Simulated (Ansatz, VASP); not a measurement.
Rb in VASP and in Ansatz

```
Rb
1.0
    -2.69405    2.69405    2.69405
     2.69405   -2.69405    2.69405
     2.50546    2.50546   -2.69405
Rb
1
Direct
  0.00000 0.00000 0.00000
```

Change from the starting cell: engineering shear strain xy -0.0700, equal normal strain along x and y -0.0350.

Alike in both runs: task single point; functional LDA; k mesh 12 × 12 × 12; occupations gaussian, width 0.15 eV; no spin polarisation.

|  | VASP | Ansatz |
| --- | --- | --- |
| version | VASP 6.6.1 | Ansatz 0.2.0 |
| potentials or method | VASP PAW LDA potentials, release 64 (Rb_sv), cutoff 520 eV | scalar-relativistic, plane waves, PAW |
| valence electrons in the cell | 9 | 9 |

```tsv
	VASP	Ansatz	Ansatz less VASP
gap on the k mesh at the Fermi level (eV)	none	none	-
pressure (GPa)	0.3	0.3	0.00
traceless stress, the component that is largest in VASP (GPa)	0.16	0.16	-0.001
```

LDA's correlation is that of Perdew and Zunger in VASP and of Perdew and Wang (1992) in Ansatz. A gap of «none» marks a metal or a gap that the smearing closes.
